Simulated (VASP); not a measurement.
AlAu:

```
Al Au
1.0
     3.22394    0.00000    0.00000
     0.00000    3.22394    0.00000
     0.00000    0.00000    3.22394
Al Au
1 1
Direct
  0.00000 0.00000 0.00000
  0.50000 0.50000 0.50000
```

- Program: VASP 6.6.1
- Task: relaxation of cell and atoms
- Functional: PBEsol
- Potentials or basis: VASP PAW PBE potentials, release 64 (Al, Au)
- Cutoff: 600 eV
- k mesh: 8 × 8 × 8
- Occupations: gaussian, width 0.1 eV
- Spin: no spin polarisation

At the start: pressure -5.3 GPa; volume 16.75 Å³/atom.

Problem. Where does the relaxation end?

Solution. Over 3 steps the energy falls by 13.1 meV/atom and the volume is 16.00 Å³/atom (-4.5 %); space group Pm-3m (No. 221, to 0.05 Å).

Step by step:
| step | energy change (eV) | largest force (eV/Å) | pressure (GPa) | volume (Å³) |
| --- | --- | --- | --- | --- |
| 1 | 0.0000 | 0.0000 | -5.31 | 33.51 |
| 2 | -0.0097 | 0.0000 | 4.97 | 30.89 |
| 3 | -0.0262 | 0.0000 | -0.02 | 32.00 |

Final structure:
```
Al Au
1.0
     3.17484    0.00000    0.00000
     0.00000    3.17484    0.00000
     0.00000    0.00000    3.17484
Al Au
1 1
Direct
  0.00000 0.00000 0.00000
  0.50000 0.50000 0.50000
```

Caveat: the PAW data sets were made with another functional, which shifts forces and pressure a little.
